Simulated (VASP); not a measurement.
# MoSe (F-43m) in VASP: notebook, part 2 of 2

VASP 6.6.1.

### 3 Single point, PBE+U, collinear spin, ferromagnetic start

This run uses another cell than the first one, of 26.21 Å³/atom, 1.075 times its volume.

INCAR

```
SYSTEM = MoSe
PREC = Accurate
ENCUT = 520
EDIFF = 1E-6
ISMEAR = 0
SIGMA = 0.1
LREAL = .FALSE.
LASPH = .TRUE.
NELM = 150
ALGO = Normal
ISIF = 2
LWAVE = .FALSE.
LCHARG = .FALSE.
ISPIN = 2
MAGMOM = 2 0
LORBIT = 11
LMAXMIX = 4
LDAU = .TRUE.
LDAUTYPE = 2
LDAUL = 2 -1
LDAUU = 4.38 0
LDAUJ = 0 0
LDAUPRINT = 1
GGA = PE
NBANDS = 21
```

KPOINTS

```
regular mesh
0
G
  12 12 12
  0 0 0
```

POSCAR

```
MoSe
1.0
    0.0000000000      2.9703041118      2.9703041118
    2.9703041118      0.0000000000      2.9703041118
    2.9703041118      2.9703041118      0.0000000000
Mo Se
1 1
Direct
    0.0000000000      0.0000000000      0.0000000000
    0.2500000000      0.2500000000      0.2500000000
```

Potentials or basis: VASP PAW PBE potentials, release 64 (Mo_sv, Se).

Command:

```console
> cat potpaw_PBE.64/Mo_sv/POTCAR potpaw_PBE.64/Se/POTCAR > POTCAR
> mpirun -np 1 vasp_std > vasp.out
```

OUTCAR:

```text
SYSTEM = MoSe
   PREC = Accurate
   ENCUT = 520
   EDIFF = 1E-6
   ISMEAR = 0
   LREAL = .FALSE.
   LASPH = .TRUE.
   NELM = 150
   ISIF = 2
   ISPIN = 2
   LORBIT = 11
   GGA = PE

 ion  position               nearest neighbor table
   1  0.000  0.000  0.000-   2 2.57   2 2.57   2 2.57   2 2.57
   2  0.250  0.250  0.250-   1 2.57   1 2.57   1 2.57   1 2.57

  LATTYP: Found a face centered cubic cell.
 ALAT       =     5.9406082236

  Lattice vectors:

 A1 = (   0.0000000000,   2.9703041118,   2.9703041118)
 A2 = (   2.9703041118,   0.0000000000,   2.9703041118)
 A3 = (   2.9703041118,   2.9703041118,   0.0000000000)

Analysis of symmetry for initial positions (statically):
=====================================================================
 Subroutine PRICEL returns:
 Original cell was already a primitive cell.

 Routine SETGRP: Setting up the symmetry group for a
 face centered cubic supercell.

 Subroutine GETGRP returns: Found 24 space group operations
 (whereof 24 operations were pure point group operations)
 out of a pool of 48 trial point group operations.

The static configuration has the point symmetry T_d .

Analysis of symmetry for dynamics (positions and initial velocities):
=====================================================================
 Subroutine PRICEL returns:
 Original cell was already a primitive cell.

 Routine SETGRP: Setting up the symmetry group for a
 face centered cubic supercell.

 Subroutine GETGRP returns: Found 24 space group operations
 (whereof 24 operations were pure point group operations)
 out of a pool of 48 trial point group operations.

The dynamic configuration has the point symmetry T_d .

[... 183 lines left out ...]
  o =  0.7017  v =  1.0000  0.0000  0.0000  0.0000  0.0000  0.0000  0.0000  0.0000  0.0000  0.0000      0.0000  0.0000  0.0000  0.0000  0.0000  0.0000  0.0000  0.0000  0.0000  0.0000
  o =  0.8156  v =  0.0000 -0.0000  0.9497  0.0000  0.3130  0.0000  0.0000  0.0000  0.0000  0.0000      0.0000  0.0000  0.0000  0.0000  0.0000  0.0000  0.0000  0.0000  0.0000  0.0000
  o =  0.8156  v =  0.0000 -0.0000  0.3130 -0.0000 -0.9497  0.0000  0.0000  0.0000  0.0000  0.0000      0.0000  0.0000  0.0000  0.0000  0.0000  0.0000  0.0000  0.0000  0.0000  0.0000

 number of electron      20.0000002 magnetization       4.0006935

 Free energy of the ion-electron system (eV)
  ---------------------------------------------------
  ext. energy  EPLUGINS =         0.00000000
  ---------------------------------------------------
  free energy    TOTEN  =        -9.71264972 eV

  energy without entropy =       -9.70813238  energy(sigma->0) =       -9.71039105

 E-fermi :   5.5160     XC(G=0):  -9.4193

 val. band max:        5.5001391730   @ k =  -0.4167   0.2500   0.0833
 cond. band min:       5.5453992364   @ k =   0.3333   0.2500   0.0000
 fundamental gap:      0.0452600635
 Fermi energy:         5.5159648000

 spin component 1

 k-point     1 :       0.0000    0.0000    0.0000
  band No.  band energies     occupation
      1     -56.5019      1.00000
      2     -30.7607      1.00000
      3     -30.7607      1.00000
      4     -30.7607      1.00000
      5      -8.9231      1.00000
      6       0.0380      1.00000
[... 1145 lines left out ...]
     20      18.0000      0.00000
     21      20.3576      0.00000

 [... further k-points ...]

------------------------ aborting loop because EDIFF is reached ----------------------------------------

  FORCE on cell =-STRESS in cart. coord.  units (eV):
  Direction    XX          YY          ZZ          XY          YZ          ZX
  --------------------------------------------------------------------------------------
  -------------------------------------------------------------------------------------
  Total        2.9574537      2.9574537      2.9574537      0.0000000      0.0000000      0.0000000
  in kB       90.4056962     90.4056962     90.4056962      0.0000000      0.0000000      0.0000000
  external PRESSURE =      90.4056962 kB  Pullay stress =       0.0000000 kB

 VOLUME and BASIS-vectors are now :
 -----------------------------------------------------------------------------
  energy-cutoff  :      520.00
  volume of cell :       52.41
      direct lattice vectors                 reciprocal lattice vectors
     0.000000000  2.970304112  2.970304112    -0.168332932  0.168332932  0.168332932
     2.970304112  0.000000000  2.970304112     0.168332932 -0.168332932  0.168332932
     2.970304112  2.970304112  0.000000000     0.168332932  0.168332932 -0.168332932

 POSITION                                       TOTAL-FORCE (eV/Angst)
 -----------------------------------------------------------------------------------
      0.00000      0.00000      0.00000        -0.000000      0.000000     -0.000000
      1.48515      1.48515      1.48515         0.000000     -0.000000      0.000000
 -----------------------------------------------------------------------------------
    total drift:                               -0.000000     -0.000000      0.000000

  FREE ENERGIE OF THE ION-ELECTRON SYSTEM (eV)
  ---------------------------------------------------
  free  energy   TOTEN  =        -9.7126497209 eV

  energy  without entropy=       -9.7081323777  energy(sigma->0) =       -9.71039105

 total charge

# of ion       s       p       d       tot
------------------------------------------
    1        2.241   6.094   3.973  12.308
    2        1.442   2.448   0.055   3.946
--------------------------------------------------
tot          3.683   8.543   4.028  16.254

 magnetization (x)

# of ion       s       p       d       tot
------------------------------------------
    1        0.065   0.048   3.431   3.544
    2       -0.004  -0.194   0.050  -0.148
--------------------------------------------------
tot          0.061  -0.146   3.481   3.396
```

OSZICAR:

```text
N       E                     dE             d eps       ncg     rms          rms(c)
DAV:   1     0.140527351439E+03    0.14053E+03   -0.98639E+03  6088   0.877E+02
DAV:   2    -0.449676962168E+01   -0.14502E+03   -0.14025E+03  7075   0.249E+02
DAV:   3    -0.876422793490E+01   -0.42675E+01   -0.42278E+01  7297   0.390E+01
DAV:   4    -0.878837857855E+01   -0.24151E-01   -0.24147E-01  6523   0.333E+00
DAV:   5    -0.878853234725E+01   -0.15377E-03   -0.15377E-03  7304   0.273E-01    0.986E+00
DAV:   6    -0.908067443045E+01   -0.29214E+00   -0.49984E+00  6363   0.108E+01    0.658E+00
DAV:   7    -0.941003207204E+01   -0.32936E+00   -0.30355E-01  6603   0.313E+00    0.381E+00
DAV:   8    -0.962027304790E+01   -0.21024E+00   -0.29732E-01  6343   0.297E+00    0.300E+00
DAV:   9    -0.967943843877E+01   -0.59165E-01   -0.27981E-01  6551   0.333E+00    0.125E+00
DAV:  10    -0.968082109727E+01   -0.13827E-02   -0.11800E-01  6453   0.199E+00    0.899E-01
DAV:  11    -0.971108357098E+01   -0.30262E-01   -0.31766E-02  6704   0.102E+00    0.217E-01
DAV:  12    -0.971230218093E+01   -0.12186E-02   -0.12580E-03  6591   0.205E-01    0.107E-01
DAV:  13    -0.971258669968E+01   -0.28452E-03   -0.28580E-04  6846   0.950E-02    0.501E-02
DAV:  14    -0.971263126714E+01   -0.44567E-04   -0.42255E-05  6813   0.387E-02    0.236E-02
DAV:  15    -0.971263991139E+01   -0.86443E-05   -0.66517E-06  6914   0.150E-02    0.137E-02
DAV:  16    -0.971264875143E+01   -0.88400E-05   -0.11027E-05  6575   0.189E-02    0.361E-03
DAV:  17    -0.971264972090E+01   -0.96947E-06   -0.79911E-07  5558   0.516E-03
   1 F= -.97126497E+01 E0= -.97103910E+01  d E =-.451734E-02  mag=     4.0005
```

Run time: 70 s. Hardware: 1 thread of Intel Xeon Platinum 8375C at 2.90GHz (Ice Lake), shared host; peak memory 0.28 GiB.

What came out:

| Item | Value |
| --- | --- |
| Free energy | -9.7126 eV |
| Pressure | 9.0 GPa |
| Band gap on the k mesh | zero (filled and empty bands overlap) |
| Net moment | 4.00 μB per cell |
| Site moments | Mo +3.54; Se -0.15 μB |
| Valence electrons inside the program's atomic spheres | Mo 12.31; Se 3.95 |

Eigenvalues of the final occupation matrices:
| site | spin | trace | eigenvalues |
| --- | --- | --- | --- |
| site 1 d | 1 | 3.74 | 0.70 0.70 0.70 0.82 0.82 |
| site 1 d | 2 | 0.28 | 0.02 0.02 0.08 0.08 0.08 |

The state reached can hang on the start; a lower one may exist.

### 4 Single point, PBE+U, collinear spin, ferromagnetic start

This run uses another cell than the first one, of 28.03 Å³/atom, 1.150 times its volume.

INCAR

```
ALGO = Normal
EDIFF = 1E-7
ENCUT = 520
GGA = PE
ISIF = 2
ISMEAR = 0
ISPIN = 2
LASPH = T
LCHARG = T
LDAU = T
LDAUJ = 0 0
LDAUL = 2 -1
LDAUPRINT = 1
LDAUTYPE = 2
LDAUU = 4.38 0
LELF = T
LMAXMIX = 4
LORBIT = 11
LREAL = F
LVHAR = T
LWAVE = F
MAGMOM = 2 0
NBANDS = 21
NELM = 150
PREC = Accurate
SIGMA = 0.1
```

KPOINTS

```
k-points
0
Gamma
  12 12 12
```

POSCAR

```
MoSe
1.0
    0.0000000000      3.0378340230      3.0378340230
    3.0378340230      0.0000000000      3.0378340230
    3.0378340230      3.0378340230      0.0000000000
Mo Se
1 1
Direct
    0.0000000000      0.0000000000      0.0000000000
    0.2500000000      0.2500000000      0.2500000000
```

Command:

```console
> cat potpaw_PBE.64/Mo_sv/POTCAR potpaw_PBE.64/Se/POTCAR > POTCAR
> mpirun -np 1 vasp_std > vasp.out
```

Run time: 97 s. Hardware: 1 thread of Intel Xeon Platinum 8375C at 2.90GHz (Ice Lake), shared host; peak memory 0.29 GiB.

The run converged. Its results:

```
Free energy                                           : -9.8558 eV
Pressure                                              : 3.7 GPa
Band gap on the k mesh                                : zero (filled and empty bands overlap)
Net moment                                            : 4.00 μB per cell
Site moments                                          : Mo +3.58; Se -0.17 μB
Valence electrons inside the program's atomic spheres : Mo 12.24; Se 3.90
```

Levels at points of the mesh, in eV from the Fermi level:
Spin up:
```
           k point  band 9  band 10  band 11  band 12  band 13  band 14  band 15  band 16
(0.00, 0.00, 0.00)   -2.84    -2.84    -0.03     1.93     1.93     1.93     5.99     5.99
(0.50, 0.00, 0.00)   -2.55    -2.55    -1.91     0.43     0.43     2.47     6.17     6.83
(0.50, 0.50, 0.00)   -2.57    -2.45    -2.02    -1.08    -1.08     3.51     5.14     7.99
```
Spin down:
| k point | band 5 | band 6 | band 7 | band 8 | band 9 | band 10 | band 11 | band 12 |
| --- | --- | --- | --- | --- | --- | --- | --- | --- |
| (0.00, 0.00, 0.00) | -14.03 | -3.48 | -3.48 | -3.48 | 1.13 | 2.53 | 2.53 | 5.12 |
| (0.50, 0.00, 0.00) | -13.62 | -4.79 | -3.34 | -3.34 | 2.22 | 2.71 | 2.71 | 3.69 |
| (0.50, 0.50, 0.00) | -13.49 | -4.88 | -3.31 | -3.31 | 0.67 | 2.08 | 3.18 | 3.18 |

Eigenvalues of the final occupation matrices:
```
    site  spin  trace               eigenvalues
site 1 d     1   3.74  0.70 0.70 0.70 0.82 0.82
site 1 d     2   0.24  0.02 0.02 0.07 0.07 0.07
```

The state reached can hang on the start; a lower one may exist.

### 5 Overview

| cell | gap on the mesh (eV) | pressure (GPa) | moment (μB) |
| --- | --- | --- | --- |
| a = 4.101 Å, angles 60.0°, 2 atoms | none | 13.3 | 3.67 |
| a = 4.201 Å, angles 60.0°, 2 atoms | none | 9.0 | 4.00 |
| a = 4.296 Å, angles 60.0°, 2 atoms | none | 3.7 | 4.00 |

Alike in all rows: task single point; level PBE+U; potentials or basis VASP PAW PBE potentials, release 64 (Mo_sv, Se); spin collinear, ferromagnetic start; Mo d U = 4.38 eV; k mesh 12 × 12 × 12; cutoff (eV) 520; smearing gaussian 0.1 eV.

Absolute energies hang on the potentials; compare differences alone.
